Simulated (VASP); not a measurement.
Write the native input for VASP 6.6.1 that does the following.

| Item | Value |
| --- | --- |
| Task | single point |
| Functional | PBEsol |
| Potentials or basis | VASP PAW PBE potentials, release 64 (Ge_d, Mg) |
| Cutoff | 520 eV |
| k mesh | 8 × 8 × 5 |
| Occupations | fermi-dirac, width 0.05 eV |
| Spin | no spin polarisation |
| Dipole correction | no |
| Further INCAR settings | ALGO = Normal; EDIFF = 1e-06; NBANDS = 39 |

The structure of MgGe2 lies in POSCAR:

```
MgGe2
1.0
    5.4468611901     -1.8248450163      0.0000000000
    5.4468611901      1.8248450163      0.0000000000
   -3.1741382503      0.0000000000      5.9265779115
Ge Mg
4 2
Direct
    0.5292340000      0.5292340000      0.2936210000
    0.4707660000      0.4707660000      0.7063790000
    0.8803900000      0.8803900000      0.9854400000
    0.1196100000      0.1196100000      0.0145600000
    0.8152860000      0.8152860000      0.3492530000
    0.1847140000      0.1847140000      0.6507470000
```

One way to write it, as run:

INCAR

```
SYSTEM = MgGe2
ALGO = Normal
EDIFF = 1E-6
ENCUT = 520
GGA = PS
ISIF = 2
ISMEAR = -1
LASPH = .True.
LCHARG = .False.
LREAL = .False.
LWAVE = .False.
NBANDS = 39
NELM = 60
PREC = Accurate
SIGMA = 0.05
```

KPOINTS

```
k-points
0
Gamma
  8 8 5
  0 0 0
```

Potentials or basis: VASP PAW PBE potentials, release 64 (Ge_d, Mg).

The run is started by

```sh
$ cat potpaw_PBE.64/Ge_d/POTCAR potpaw_PBE.64/Mg/POTCAR > POTCAR
$ mpirun -np 1 vasp_std > vasp.out
```

It gave:

The pressure is -0.6 GPa and the largest force is 0.149 eV/Å. The band gap on the k mesh is zero (band 30 reaches 6.44 eV, above the bottom of band 31 at 4.53 eV).

Caveat: the PAW data sets were made with another functional, which shifts forces and pressure a little.

It took 8.6 min on 1 thread of Intel Xeon 6975P-C, on a shared host, peak memory 0.54 GiB.
